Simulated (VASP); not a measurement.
# Ag (P6/mmm) in VASP: further runs

Ag is run at these levels: PBEsol; tasks: single point.

All numbers are computed with VASP 6.6.1; they aren't measurements. Logs are shortened: lines on timing, memory, paths and dates and some standing lists are left out, and cuts for length are marked.

**1. The cell of the first run**

The structure is hexagonal, space group P6/mmm (No. 191). The conventional cell has a = 4.616 Å, b = 4.616 Å, c = 2.766 Å, α = 90.00°, β = 90.00°, γ = 120.00°. Ag (site symmetry 6/mmm) has 14 Ag at 2.77 to 3.00 Å within 3.6 Å. Within 3.5 Å of Ag (site symmetry -6m2) lie 11 Ag at 2.67 to 3.00 Å.

**2. Single point, PBEsol**

File INCAR:

```
SYSTEM = Ag
PREC = Accurate ; ENCUT = 520
EDIFF = 1E-6 ; ISMEAR = -1
SIGMA = 0.1 ; LREAL = .FALSE.
LASPH = .TRUE. ; NELM = 80
ALGO = Normal ; ISIF = 2
LWAVE = .FALSE. ; LCHARG = .FALSE.
GGA = PS ; NBANDS = 24
```

File KPOINTS:

```
Automatic mesh
0
G
  8 8 11
  0 0 0
```

File POSCAR:

```
Ag
1.0
    4.6164379912      0.0000000000      0.0000000000
   -2.3082189956      3.9979525754      0.0000000000
    0.0000000000      0.0000000000      2.7660051024
Ag
3
Direct
    0.0000000000      1.0000000000      0.0000000000
    0.3333333333      0.6666666667      0.5000000000
    0.6666666667      0.3333333333      0.5000000000
```

Potentials or basis: VASP PAW PBE potentials, release 64 (Ag).

The run is started by

```bash
$ cat potpaw_PBE.64/Ag/POTCAR > POTCAR
$ mpirun -np 1 vasp_std > vasp.out
```

OUTCAR:

```text
SYSTEM = Ag
   PREC = Accurate
   ENCUT = 520
   EDIFF = 1E-6
   ISMEAR = -1
   LREAL = .FALSE.
   LASPH = .TRUE.
   NELM = 80
   ISIF = 2
   GGA = PS

 ion  position               nearest neighbor table
   1  0.000  0.000  0.000-   2 3.00   3 3.00   2 3.00   3 3.00   3 3.00   3 3.00   2 3.00   2 3.00
                             3 3.00   3 3.00   2 3.00   2 3.00
   2  0.333  0.667  0.500-   3 2.67   3 2.67   3 2.67   1 3.00   1 3.00   1 3.00   1 3.00   1 3.00
                             1 3.00
   3  0.667  0.333  0.500-   2 2.67   2 2.67   2 2.67   1 3.00   1 3.00   1 3.00   1 3.00   1 3.00
                             1 3.00

  LATTYP: Found a hexagonal cell.
 ALAT       =     4.6164379912
 C/A-ratio  =     0.5991643574

  Lattice vectors:

 A1 = (   4.6164379912,   0.0000000000,   0.0000000000)
 A2 = (  -2.3082189956,   3.9979525754,   0.0000000000)
 A3 = (   0.0000000000,   0.0000000000,   2.7660051024)

Analysis of symmetry for initial positions (statically):
=====================================================================
 Subroutine PRICEL returns:
 Original cell was already a primitive cell.

 Routine SETGRP: Setting up the symmetry group for a
 hexagonal supercell.

 Subroutine GETGRP returns: Found 24 space group operations
 (whereof 24 operations were pure point group operations)
 out of a pool of 24 trial point group operations.

The static configuration has the point symmetry D_6h.

Analysis of symmetry for dynamics (positions and initial velocities):
=====================================================================
 Subroutine PRICEL returns:
 Original cell was already a primitive cell.

 Routine SETGRP: Setting up the symmetry group for a
 hexagonal supercell.

 Subroutine GETGRP returns: Found 24 space group operations
 (whereof 24 operations were pure point group operations)
 out of a pool of 24 trial point group operations.

The dynamic configuration has the point symmetry D_6h.

 Subroutine INISYM returns: Found 24 space group operations
 (whereof 24 operations are pure point group operations),
 and found     1 'primitive' translations

----------------------------------------------------------------------------------------

                                     Primitive cell

  volume of cell :      51.0502

  direct lattice vectors                    reciprocal lattice vectors
     4.616437991  0.000000000  0.000000000     0.216617228  0.125064015  0.000000000
    -2.308218996  3.997952575  0.000000000     0.000000000  0.250128030  0.000000000
[... 80 lines left out ...]
   ICHARG =      2    charge: 1-file 2-atom 10-const
   ISPIN  =      1    spin polarized calculation?
   LNONCOLLINEAR =      F non collinear calculations
   LSORBIT =      F    spin-orbit coupling
   LASPH  =      T    aspherical Exc in radial PAW
   ENCUT  =  520.0 eV  38.22 Ry    6.18 a.u.   8.58  8.58  5.14*2*pi/ulx,y,z
   NELM   =     80;   NELMIN=  2; NELMDL= -5     # of ELM steps
   EDIFF  = 0.1E-05   stopping-criterion for ELM
   LREAL  =      F    real-space projection
   EDIFFG = 0.1E-04   stopping-criterion for IOM
   NSW    =      0    number of steps for IOM
   IBRION =     -1    ionic relax: 0-MD 1-quasi-New 2-CG
   NFREE  =      0    steps in history (QN), initial steepest desc. (CG)
   ISIF   =      2    stress and relaxation
   ISYM   =      2    0-nonsym 1-usesym 2-fastsym
   POTIM  = 0.5000    time-step for ionic-motion
   TEBEG  =    0.0;   TEEND  =   0.0 temperature during run
   PSTRESS=    0.0 pullay stress
   NELECT =      33.0000    total number of electrons
   NUPDOWN=      -1.0000    fix difference up-down
   EMIN   =  10.00;   EMAX   =-10.00  energy-range for DOS
   EFERMI =   0.00;   METHOD = LEGACY
   ISMEAR =    -1;   SIGMA  =   0.10  broadening in eV -4-tet -1-fermi 0-gaus
   EFERMI_NEDOS =   21; number of points for ismear=-14 and -15
   IALGO  =     38    algorithm
   IMIX   =      4    mixing-type and parameters
     AMIX     =   0.40;   BMIX     =  1.00
     AMIX_MAG =   1.60;   BMIX_MAG =  1.00
  volume/ion in A,a.u.               =      17.02       114.83
  Fermi-wavevector in a.u.,A,eV,Ry     =   1.415512  2.674930 27.261649  2.003675
  Thomas-Fermi vector in A             =   2.536943
   LORBIT       =      0    0 simple, 1 ext, 2 COOP (PROOUT), +10 PAW based schemes
   GGA     = PS    functional components
   LHFCALC =     F    Hartree Fock is set to
   AEXX    =    0.0000 exact exchange contribution
   IVDW    =     0    specifies the selected vdW correction
   LEPSILON=     F    determine dielectric tensor
   LRPA    =     F    only Hartree local field effects (RPA)
 non-spin polarized calculation
  energy-cutoff  :      520.00
  volume of cell :       51.05
 maximum number of plane-waves:      1396
 NGX is ok and might be reduce to    36
   NGX = 17   NGY = 17   NGZ = 11

 number of electron      33.0000015 magnetization

 Free energy of the ion-electron system (eV)
  ---------------------------------------------------
  ext. energy  EPLUGINS =         0.00000000
  ---------------------------------------------------
  free energy    TOTEN  =        -9.71173489 eV

  energy without entropy =       -9.68206481  energy(sigma->0) =       -9.69689985

 E-fermi :   8.3105     XC(G=0): -12.4150

 val. band max:        8.2837372185   @ k =   0.2500   0.1250   0.1818
 cond. band min:       8.3145935673   @ k =   0.2500   0.1250   0.0000
 fundamental gap:      0.0308563488
 Fermi energy:         8.3104800373

 k-point     1 :       0.0000    0.0000    0.0000
  band No.  band energies     occupation
      1       0.4169      2.00000
      2       1.8747      2.00000
      3       2.9955      2.00000
      4       3.1854      2.00000
      5       3.2452      2.00000
      6       3.2452      2.00000
[... 637 lines left out ...]
     23      20.6728      0.00000
     24      21.7974      0.00000

 [... further k-points ...]
[... 5 lines left out ...]
  --------------------------------------------------------------------------------------
  -------------------------------------------------------------------------------------
  Total       -0.0647407     -0.0647407     -0.0727980      0.0000000     -0.0000000      0.0000000
  in kB       -2.0318433     -2.0318433     -2.2847179      0.0000000     -0.0000000      0.0000000
  external PRESSURE =      -2.1161349 kB  Pullay stress =       0.0000000 kB

 VOLUME and BASIS-vectors are now :
 -----------------------------------------------------------------------------
  energy-cutoff  :      520.00
  volume of cell :       51.05
      direct lattice vectors                 reciprocal lattice vectors
     4.616437991  0.000000000  0.000000000     0.216617228  0.125064015  0.000000000
    -2.308218996  3.997952575  0.000000000     0.000000000  0.250128030  0.000000000
     0.000000000  0.000000000  2.766005102     0.000000000  0.000000000  0.361532233

 POSITION                                       TOTAL-FORCE (eV/Angst)
 -----------------------------------------------------------------------------------
      0.00000      0.00000      0.00000         0.000000      0.000000     -0.000000
     -0.00000      2.66530      1.38300        -0.000000      0.000000      0.000000
      2.30822      1.33265      1.38300         0.000000      0.000000     -0.000000
 -----------------------------------------------------------------------------------
    total drift:                                0.000000      0.000000     -0.000000

  FREE ENERGIE OF THE ION-ELECTRON SYSTEM (eV)
  ---------------------------------------------------
  free  energy   TOTEN  =        -9.7117348927 eV

  energy  without entropy=       -9.6820648140  energy(sigma->0) =       -9.69689985
```

stdout:

```text
POSCAR found type information on POSCAR Ag
 POSCAR found :  1 types and       3 ions
 scaLAPACK will be used
 -----------------------------------------------------------------------------
|                                                                             |
|                                                                             |
|     You enforced a specific xc type in the INCAR file but a different       |
|     I HOPE YOU KNOW WHAT YOU ARE DOING!                                     |
|                                                                             |
 -----------------------------------------------------------------------------

 LDA part: xc-table for (Slater+PW92), standard interpolation
 POSCAR, INCAR and KPOINTS ok, starting setup
 FFT: planning ... GRIDC
 FFT: planning ... GRID_SOFT
 FFT: planning ... GRID
 WAVECAR not read
 entering main loop
```

It took 2.7 min on 1 thread of AMD EPYC 7R13, shared host; peak memory 0.18 GiB.

Results:

```yaml
Free_energy: -9.7117 eV
Pressure: -0.2 GPa
```

Levels at points of the mesh, in eV from the Fermi level:
```csv
k point,band 12,band 13,band 14,band 15,band 16,band 17,band 18,band 19,band 20,band 21
"(0.00, 0.00, 0.00)",-4.01,-3.95,-3.95,-2.88,-2.88,4.58,4.58,4.58,4.58,5.00
"(0.50, 0.00, 0.00)",-3.21,-3.18,-3.17,-3.15,-2.82,-2.72,-0.27,3.96,12.00,12.04
```

Caveat: the PAW data sets were made with another functional, which shifts forces and pressure a little.

**3. Single point, PBEsol (volume scaled by 0.88)**

File INCAR:

```
ALGO = Normal ; EDIFF = 1E-7
ENCUT = 520 ; GGA = PS
ISIF = 2 ; ISMEAR = -1
LASPH = T ; LCHARG = F
LREAL = F ; LWAVE = F
NBANDS = 24 ; NELM = 100
PREC = Accurate ; SIGMA = 0.1
```

File KPOINTS:

```
k-points
0
Gamma
  9 9 13
```

File POSCAR:

```
Ag
1.0
    4.4238585320      0.0000000000      0.0000000000
   -2.2119292660      3.8311738715      0.0000000000
    0.0000000000      0.0000000000      2.6506183545
Ag
3
Direct
    0.0000000000      1.0000000000      0.0000000000
    0.3333333333      0.6666666667      0.5000000000
    0.6666666667      0.3333333333      0.5000000000
```

Potentials or basis: VASP PAW PBE potentials, release 64 (Ag).

The run is started by

```bash
$ cat potpaw_PBE.64/Ag/POTCAR > POTCAR
$ mpirun -np 1 vasp_std > vasp.out
```

Wall time 3.2 min (1 thread of AMD EPYC 7R13, shared host); peak memory 0.18 GiB.

Results (log left out):

```yaml
Free_energy: -9.3780 eV
Pressure: 20.2 GPa
```

Stress tensor (GPa, compression positive):
```
20.47  0.00  0.00
 0.00 20.47  0.00
 0.00  0.00 19.72
```

Levels at points of the mesh, in eV from the Fermi level:
```csv
k point,band 12,band 13,band 14,band 15,band 16,band 17,band 18,band 19,band 20,band 21
"(0.00, 0.00, 0.00)",-4.31,-4.25,-4.25,-2.88,-2.88,5.06,5.06,5.06,5.06,5.80
```

Caveat: the PAW data sets were made with another functional, which shifts forces and pressure a little.

**4. Single point, PBEsol (volume scaled by 0.92)**

File INCAR:

```
PREC = Accurate
ENCUT = 520
EDIFF = 1E-6
ISMEAR = -1
SIGMA = 0.1
LREAL = F
LASPH = T
NELM = 80
ALGO = Normal
ISIF = 2
LWAVE = F
LCHARG = F
GGA = PS
NBANDS = 24
```

File KPOINTS:

```
regular mesh
0
Gamma
  9 9 13
```

File POSCAR:

```
Ag
1.0
    4.4898960072      0.0000000000      0.0000000000
   -2.2449480036      3.8883640026      0.0000000000
    0.0000000000      0.0000000000      2.6901856559
Ag
3
Direct
    0.0000000000      1.0000000000      0.0000000000
    0.3333333333      0.6666666667      0.5000000000
    0.6666666667      0.3333333333      0.5000000000
```

The run is started by

```bash
$ cat potpaw_PBE.64/Ag/POTCAR > POTCAR
$ mpirun -np 1 vasp_std > vasp.out
```

Run time: 3.4 min. Hardware: 1 thread of AMD EPYC 7R13, shared host; peak memory 0.18 GiB.

The run converged. Its results:

| Quantity | Value |
| --- | --- |
| Free energy | -9.5794 eV |
| Pressure | 11.5 GPa |

Stress tensor (GPa, compression positive):
```
11.74  0.00  0.00
 0.00 11.74  0.00
 0.00  0.00 11.13
```

Levels at points of the mesh, in eV from the Fermi level:
| k point | band 13 | band 14 | band 15 | band 16 | band 17 | band 18 | band 19 | band 20 |
| --- | --- | --- | --- | --- | --- | --- | --- | --- |
| (0.00, 0.00, 0.00) | -4.11 | -4.11 | -2.86 | -2.86 | 4.90 | 4.90 | 4.91 | 4.91 |

Caveat: the PAW data sets were made with another functional, which shifts forces and pressure a little.

**5. Single point, PBEsol (volume scaled by 0.96)**

File INCAR:

```
SYSTEM = Ag
PREC = Accurate
ENCUT = 520
EDIFF = 1E-6
ISMEAR = -1
SIGMA = 0.1
LREAL = .FALSE.
LASPH = .TRUE.
NELM = 60
ALGO = Normal
ISIF = 2
LWAVE = .FALSE.
LCHARG = .TRUE.
GGA = PS
LELF = .TRUE.
LVHAR = .TRUE.
NBANDS = 24
```

File KPOINTS:

```
regular mesh
0
G
  9 9 13
  0 0 0
```

File POSCAR:

```
Ag
1.0
    4.5540460458      0.0000000000      0.0000000000
   -2.2770230229      3.9439195656      0.0000000000
    0.0000000000      0.0000000000      2.7286220725
Ag
3
Direct
    0.0000000000      1.0000000000      0.0000000000
    0.3333333333      0.6666666667      0.5000000000
    0.6666666667      0.3333333333      0.5000000000
```

The run is started by

```bash
$ cat potpaw_PBE.64/Ag/POTCAR > POTCAR
$ mpirun -np 1 vasp_std > vasp.out
```

Run time: 3.2 min. Hardware: 1 thread of AMD EPYC 7R13, shared host; peak memory 0.19 GiB.

It converged, with:

```yaml
Free_energy: -9.6835 eV
Pressure: 4.9 GPa
```

Stress tensor (GPa, compression positive):
```
5.04 0.00 0.00
0.00 5.04 0.00
0.00 0.00 4.55
```

Levels at points of the mesh, in eV from the Fermi level:
```tsv
k point	band 14	band 15	band 16	band 17	band 18	band 19
(0.00, 0.00, 0.00)	-4.00	-2.84	-2.84	4.76	4.76	4.77
```

Caveat: the PAW data sets were made with another functional, which shifts forces and pressure a little.

**6. Single point, PBEsol**

File INCAR:

```
PREC = Accurate
ENCUT = 520
EDIFF = 1E-6
ISMEAR = -1
SIGMA = 0.1
LREAL = F
LASPH = T
NELM = 80
ALGO = Normal
ISIF = 2
LWAVE = F
LCHARG = F
GGA = PS
NBANDS = 24
```

File KPOINTS:

```
regular mesh
0
Gamma
  9 9 13
```

File POSCAR:

```
Ag
1.0
    4.6164379912      0.0000000000      0.0000000000
   -2.3082189956      3.9979525754      0.0000000000
    0.0000000000      0.0000000000      2.7660051024
Ag
3
Direct
    0.0000000000      1.0000000000      0.0000000000
    0.3333333333      0.6666666667      0.5000000000
    0.6666666667      0.3333333333      0.5000000000
```

Potentials or basis: VASP PAW PBE potentials, release 64 (Ag).

The run is started by

```bash
$ cat potpaw_PBE.64/Ag/POTCAR > POTCAR
$ mpirun -np 1 vasp_std > vasp.out
```

Run time: 3.7 min. Hardware: 1 thread of AMD EPYC 7R13, shared host; peak memory 0.2 GiB.

It converged, with:

* Free energy: -9.7130 eV
* Pressure: -0.2 GPa

Stress tensor (GPa, compression positive):
```
-0.09  0.00  0.00
 0.00 -0.09  0.00
 0.00  0.00 -0.47
```

Levels at points of the mesh, in eV from the Fermi level:
```
           k point  band 14  band 15  band 16  band 17  band 18  band 19
(0.00, 0.00, 0.00)    -3.90    -2.83    -2.83     4.63     4.63     4.64
```

Caveat: the PAW data sets were made with another functional, which shifts forces and pressure a little.

**7. Overview**

| cell | k mesh | gap on the mesh (eV) | pressure (GPa) |
| --- | --- | --- | --- |
| a = 4.616, b = 4.616, c = 2.766 Å, angles 90.0, 90.0, 120.0°, 3 atoms | 8 × 8 × 11 | none | -0.2 |
| a = 4.424, b = 4.424, c = 2.651 Å, angles 90.0, 90.0, 120.0°, 3 atoms | 9 × 9 × 13 | none | 20.2 |
| a = 4.490, b = 4.490, c = 2.690 Å, angles 90.0, 90.0, 120.0°, 3 atoms | 9 × 9 × 13 | none | 11.5 |
| a = 4.554, b = 4.554, c = 2.729 Å, angles 90.0, 90.0, 120.0°, 3 atoms | 9 × 9 × 13 | none | 4.9 |
| a = 4.616, b = 4.616, c = 2.766 Å, angles 90.0, 90.0, 120.0°, 3 atoms | 9 × 9 × 13 | none | -0.2 |

Alike in all rows: task single point; level PBEsol; potentials or basis VASP PAW PBE potentials, release 64 (Ag); no spin polarisation; cutoff (eV) 520; smearing fermi-dirac 0.1 eV.

Caveats: the PAW data sets were made with another functional, which shifts forces and pressure a little.

Total energies depend on the potentials used, so only differences within one code and one set of settings carry meaning.
